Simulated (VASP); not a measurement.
Input of a VASP 6.6.1 run:

The input INCAR:

```
SYSTEM = TiSi16
  ALGO = Normal
  EDIFF = 1E-6
  ENCUT = 520
  GGA = PE
  ISIF = 2
  ISMEAR = 0
  LASPH = .TRUE.
  LCHARG = .FALSE.
  LREAL = Auto
  LWAVE = .FALSE.
  NBANDS = 52
  NELM = 60
  PREC = Accurate
  SIGMA = 0.02
```

Contents of KPOINTS:

```
k-points
0
G
  2 2 2
  0 0 0
```

Contents of POSCAR:

```
TiSi16
1.0
    0.0000000000      5.4300000000      5.4300000000
    5.4300000000      0.0000000000      5.4300000000
    5.4300000000      5.4300000000      0.0000000000
Si Ti
16 1
Direct
    0.0164473297     -0.0479865562      0.0153563536
    0.1179194291      0.1154597606      0.1169647330
   -0.0286314917      0.0127014733      0.5077920810
    0.1178197974      0.1158757827      0.6488807551
    0.0009783610      0.4884196133      0.0000286372
    0.1407188766      0.5793422652      0.1396833333
    0.0008285451      0.4887948435      0.5099674033
    0.1100366483      0.6360874770      0.6267627993
    0.5087716390      0.0128202578     -0.0296972376
    0.6499674033      0.1159697974      0.1167460405
    0.5084721915      0.0134406998      0.5074639042
    0.6102265193      0.1712769797      0.6091379374
    0.5109864641      0.4889010129     -0.0002085635
    0.6277220994      0.6362471455      0.1090047882
    0.4880464088      0.5374970534      0.4869988950
    0.6275895948      0.6366770718      0.6265437385
    0.3552830571     -0.0640434622      0.3541889503
```

Potentials or basis: VASP PAW PBE potentials, release 64 (Si, Ti_sv).

Launch:

```bash
$ cat potpaw_PBE.64/Si/POTCAR potpaw_PBE.64/Ti_sv/POTCAR > POTCAR
$ mpirun -np 1 vasp_std > vasp.out
```

Task: Predict the pressure.

Result: 3.8 GPa.

Task: Predict the largest force.

Result: 1.820 eV/Å.

Task: Predict the band gap on the k mesh.

Result: Zero (bands 38 and 39 overlap by 0.31 eV).

Forces on the atoms (eV/Å):
```
Si   0.096 -0.099  0.095
Si   0.109  0.031  0.112
Si   0.064 -0.060  0.322
Si  -0.032 -0.108  0.111
Si   0.086 -0.043  0.087
Si   0.113 -0.115  0.114
Si   0.038 -0.082  0.086
Si   0.074 -0.073  0.012
Si   0.323 -0.060  0.063
Si   0.111 -0.108 -0.033
Si   0.065 -0.326  0.065
Si  -0.031  0.028 -0.029
Si   0.085 -0.082  0.040
Si   0.009 -0.072  0.074
Si  -0.133  0.135 -0.132
Si   0.069 -0.013  0.070
Ti  -1.047  1.048 -1.058
```

Caveat: the k points lie up to 0.50 Å⁻¹ apart.
